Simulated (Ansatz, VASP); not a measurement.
Two plane-wave programs on Rh

The input INCAR:

```
SYSTEM = Rh
PREC = Accurate ; ENCUT = 520
EDIFF = 1E-8 ; ISMEAR = -1
SIGMA = 0.03 ; LREAL = .FALSE.
LASPH = .TRUE. ; NELM = 60
ALGO = Normal ; ISIF = 2
LWAVE = .FALSE. ; LCHARG = .FALSE.
GGA = CA ; LEFG = .TRUE.
NBANDS = 14
```

Contents of KPOINTS:

```
Automatic mesh
0
G
  16 16 16
  0 0 0
```

POSCAR

```
Rh
1.0
    0.0000000000      1.8887875349      1.8887875349
    1.8887875349      0.0000000000      1.8887875349
    1.8887875349      1.8887875349      0.0000000000
Rh
1
Direct
    0.0000000000      0.0000000000      0.0000000000
```

Input for Ansatz:

```yaml
crystal:
  lattice:
    - [0.0, 1.8887875349, 1.8887875349]
    - [1.8887875349, 0.0, 1.8887875349]
    - [1.8887875349, 1.8887875349, 0.0]
  atoms:
    - { symbol: Rh, position: [0.0, 0.0, 0.0] }
kpoints:
  mp_grid: { grid: [16, 16, 16] }
scf:
  occupations: { method: fermi_dirac, width: 0.03 }
hamiltonian:
  xc: lda
  pseudopotentials: { kind: paw }
output:
  forces: true
  stress: true
  eigenvalues: true
  efg: { contact_densities: true }
```

Change from the starting cell: volume scaled by 0.98, PAW files.

Alike in both runs: task electric field gradients; functional LDA; k mesh 16 × 16 × 16; occupations fermi-dirac, width 0.03 eV; no spin polarisation.

|  | VASP | Ansatz |
| --- | --- | --- |
| version | VASP 6.6.1 | Ansatz 0.2.0 |
| potentials or method | VASP PAW LDA potentials, release 64 (Rh_pv) | PAW with Ansatz's default frozen-core files, scalar-relativistic |
| plane-wave cutoff (eV) | 520 | 420 |
| valence electrons in the cell | 15 | 17 |

|  | VASP | Ansatz | Ansatz less VASP |
| --- | --- | --- | --- |
| pressure (GPa) | -4.8 | -5.7 | -0.88 |

LDA's correlation is that of Perdew and Zunger in VASP and of Perdew and Wang (1992) in Ansatz. VASP's potentials hold 15 valence electrons a cell and Ansatz's 17, so a difference there can come from the potentials and not from the codes.
